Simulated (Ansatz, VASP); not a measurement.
## One calculation of Ga, two programs

Contents of INCAR:

```
SYSTEM = Ga
  ALGO = Fast
  EDIFF = 1E-6
  ENCUT = 520
  GGA = PS
  ISIF = 2
  ISMEAR = -1
  LASPH = .TRUE.
  LCHARG = .TRUE.
  LELF = .TRUE.
  LREAL = .FALSE.
  LVHAR = .TRUE.
  LWAVE = .FALSE.
  NBANDS = 20
  NELM = 80
  PREC = Accurate
  SIGMA = 0.05
```

The input KPOINTS:

```
k-points
0
G
  10 8 7
  0 0 0
```

POSCAR

```
Ga
1.0
    2.7217036785      0.0000000000      0.0000000000
    0.0000000000      3.2146183849      0.0000000000
   -1.3160064422      0.0000000000      3.9088161735
Ga
2
Direct
    0.1345962700      0.7500000000      0.7701668300
    0.8654037300      0.2500000000      0.2298331700
```

File input.yaml:

```yaml
crystal:
  lattice:
    - [2.7217036785, 0.0, 0.0]
    - [0.0, 3.2146183849, 0.0]
    - [-1.3160064422, 0.0, 3.9088161735]
  atoms:
    - { symbol: Ga, position: [0.13459627, 0.75, 0.77016683] }
    - { symbol: Ga, position: [0.86540373, 0.25, 0.22983317] }
kpoints:
  mp_grid: { grid: [10, 8, 7] }
scf:
  occupations: { method: fermi_dirac, width: 0.05 }
hamiltonian:
  xc: pbesol
  pseudopotentials: { kind: all_electron, lapw: { basis_error: 0.001 } }
output:
  forces: true
  stress: true
  eigenvalues: true
```

Change from the starting cell: volume scaled by 0.94.

Alike in both runs: task single point; functional PBEsol; k mesh 10 × 8 × 7; occupations fermi-dirac, width 0.05 eV; no spin polarisation.

|  | VASP | Ansatz |
| --- | --- | --- |
| version | VASP 6.6.1 | Ansatz 0.2.0 |
| potentials or method | VASP PAW PBE potentials, release 64 (Ga_d), cutoff 520 eV | all-electron LAPW, scalar-relativistic |

Ansatz gave:

```
gap on the k mesh at the Fermi level (eV)                     : none
pressure (GPa)                                                : 3.5
traceless stress, the component that is largest in VASP (GPa) : -1.04
rms of the force components (eV/Å)                            : 0.055
```

Question: What did VASP give for the same quantities?

Answer: gap on the k mesh at the Fermi level (eV): none; pressure (GPa): 3.6; traceless stress, the component that is largest in VASP (GPa): -1.07; rms of the force components (eV/Å): 0.055.

VASP's potentials were made for PBE, not for PBEsol. Atom by atom the forces differ by 0.001 eV/Å (rms over components). A gap of «none» marks a metal or a gap that the smearing closes. Ansatz ran all-electron here, and VASP with PAW potentials.
